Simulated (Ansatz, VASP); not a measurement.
## One calculation of Ta2N, two programs

INCAR

```
PREC = Accurate ; ENCUT = 600
EDIFF = 1E-6 ; ISMEAR = -1
SIGMA = 0.05 ; LREAL = F
LASPH = T ; NELM = 80
ALGO = Normal ; ISIF = 3
LWAVE = F ; LCHARG = F
GGA = PE ; IVDW = 13
IBRION = 2 ; NSW = 60
EDIFFG = -0.01
```

Contents of KPOINTS:

```
Automatic mesh
0
Gamma
  10 10 6
```

POSCAR

```
Ta2N
1.0
    3.1128615060      0.0000000000      0.0000000000
   -1.5564307530      2.6958171426      0.0000000000
    0.0000000000      0.0000000000      4.8698410000
Ta N
2 1
Direct
    0.3333333333      0.6666666667      0.2547110000
    0.6666666667      0.3333333333      0.7452890000
    0.0000000000      0.0000000000      0.0000000000
```

input.yaml

```yaml
crystal:
  lattice:
    - [3.112861506, 0.0, 0.0]
    - [-1.556430753, 2.6958171426, 0.0]
    - [0.0, 0.0, 4.869841]
  atoms:
    - { symbol: Ta, position: [0.3333333333, 0.6666666667, 0.254711] }
    - { symbol: Ta, position: [0.6666666667, 0.3333333333, 0.745289] }
    - { symbol: "N", position: [0.0, 0.0, 0.0] }
hamiltonian:
  xc: pbe
  pseudopotentials: { kind: paw }
  dispersion: d4
kpoints:
  mp_grid: { grid: [10, 10, 6] }
scf:
  occupations: { method: fermi_dirac, width: 0.05 }
output:
  forces: true
  stress: true
  eigenvalues: true
  write_density: true
  write_potential: true
  elf: true
  volumetric_format: npy
relax:
  f_tol: 0.01
  max_steps: 40
  cell: { stress_tol: 0.05 }
```

Alike in both runs: task relaxation of cell and atoms; functional PBE; dispersion D4; k mesh 10 × 10 × 6; occupations fermi-dirac, width 0.05 eV; no spin polarisation.

```csv
,VASP,Ansatz
version,VASP 6.6.1,Ansatz 0.2.0
potentials or method,"VASP PAW PBE potentials, release 64 (Ta_pv, N)",Ansatz PAW
plane-wave cutoff (eV),600,420
valence electrons in the cell,27,31
```

|  | VASP | Ansatz | Ansatz less VASP |
| --- | --- | --- | --- |
| gap on the k mesh at the Fermi level, each at its own relaxed structure (eV) | none | none | - |
| relaxed volume (Å³/atom) | 13.40 | 13.38 | -0.016 |
| relaxed cell length with the largest relative difference (Å) | 4.874 | 4.872 | -0.0023 |

A gap of «none» marks a metal or a gap that the smearing closes. VASP's potentials hold 27 valence electrons a cell and Ansatz's 31, so a difference there can come from the potentials and not from the codes.

Neither program's run includes spin-orbit coupling. Noted on Ansatz's run: the plane-wave basis is chosen anew once the cell has moved, so the energies of steps on either side of that aren't comparable.
